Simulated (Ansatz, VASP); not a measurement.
Two plane-wave programs on Ga2AsN

```xyz
8
Lattice="-2.5493 2.5493 4.9772 2.5493 -2.5493 4.9772 2.5493 2.5493 -4.9772" Properties=species:S:1:pos:R:3 pbc="T T T"
N     0.0000    0.0000    0.0000
N     2.5493    0.0000    2.4886
Ga    1.6334    1.2746    3.7329
Ga   -1.2746    1.6334    6.2215
Ga    0.9159    1.2746   -1.2443
Ga    1.2746   -1.6334    6.2215
As    0.0000    0.0000    4.9772
As    0.0000    2.5493    2.4886
```

Alike in both runs: task single point; functional PBE; k mesh 8 × 8 × 8; occupations fermi-dirac, width 0.02 eV; no spin polarisation.

|  | VASP | Ansatz |
| --- | --- | --- |
| version | VASP 6.6.1 | Ansatz 0.2.0 |
| potentials or method | VASP PAW PBE potentials, release 64 (N, Ga_d, As) | plane waves, PAW |
| plane-wave cutoff (eV) | 520 | 420 |
| valence electrons in the cell | 72 | 92 |

|  | VASP | Ansatz | Ansatz less VASP |
| --- | --- | --- | --- |
| pressure (GPa) | 3.6 | 3.9 | +0.35 |
| rms of the force components (eV/Å) | 0.028 | 0.027 | -0.0009 |

VASP's potentials hold 72 valence electrons a cell and Ansatz's 92, so a difference there can come from the potentials and not from the codes.
